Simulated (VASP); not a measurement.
Set up this calculation in VASP 6.6.1, as the native input.

- Task: relaxation of cell and atoms
- Functional: PBE
- Potentials or basis: VASP PAW PBE potentials, release 64 (Zn, C)
- Cutoff: 600 eV
- k mesh: 6 × 6 × 6
- Occupations: gaussian, width 0.1 eV
- Spin: no spin polarisation
- Dipole correction: no
- Further INCAR settings: ALGO = Normal; EDIFF = 1e-06; IBRION = 2; EDIFFG = -0.04; NSW = 90; ISIF = 3

The structure of ZnC2 lies in POSCAR:

```
ZnC2
1.0
    1.4241499014      0.8222333289      4.3012970180
   -1.4241499014      0.8222333289      4.3012970180
    0.0000000000     -1.6444666578      4.3012970180
Zn C
1 2
Direct
    0.0000000000      0.0000000000      0.0000000000
    0.7500000000      0.7500000000      0.7500000000
    0.2500000000      0.2500000000      0.2500000000
```

These files were run (other wordings do the same):

INCAR

```
SYSTEM = ZnC2
  PREC = Accurate
  ENCUT = 600
  EDIFF = 1E-6
  ISMEAR = 0
  SIGMA = 0.1
  LREAL = .False.
  LASPH = .True.
  NELM = 80
  ALGO = Normal
  ISIF = 3
  LWAVE = .False.
  LCHARG = .False.
  GGA = PE
  IBRION = 2
  NSW = 90
  EDIFFG = -0.04
```

KPOINTS

```
regular mesh
0
Gamma
  6 6 6
  0 0 0
```

Potentials or basis: VASP PAW PBE potentials, release 64 (Zn, C).

The run is started by

```bash
$ cat potpaw_PBE.64/Zn/POTCAR potpaw_PBE.64/C/POTCAR > POTCAR
$ mpirun -np 1 vasp_std > vasp.out
```

It gave:

```yaml
Relaxed_volume: 10.90 Å³/atom
Relaxed_cell: a = 6.206 Å, b = 6.206 Å, c = 6.206 Å, α = 23.25°, β = 23.25°, γ = 23.25°
Space_group_after_relaxing_to_0.1_Å: R-3m (No. 166)
Pressure_after_relaxing: -0.1 GPa
Largest_force_after_relaxing: 0.025 eV/Å
Band_gap_on_the_k_mesh: zero (bands 10 and 11 overlap by 0.45 eV)
```

Caveat: the k points lie up to 0.49 Å⁻¹ apart in the final cell; a cell axis changed by over 15 % at a fixed basis, so the end point is rough.

Run time: 13 min on 1 thread of Intel(R) Xeon(R) 6975P-C (Granite Rapids), on a shared host, peak memory 0.28 GiB.
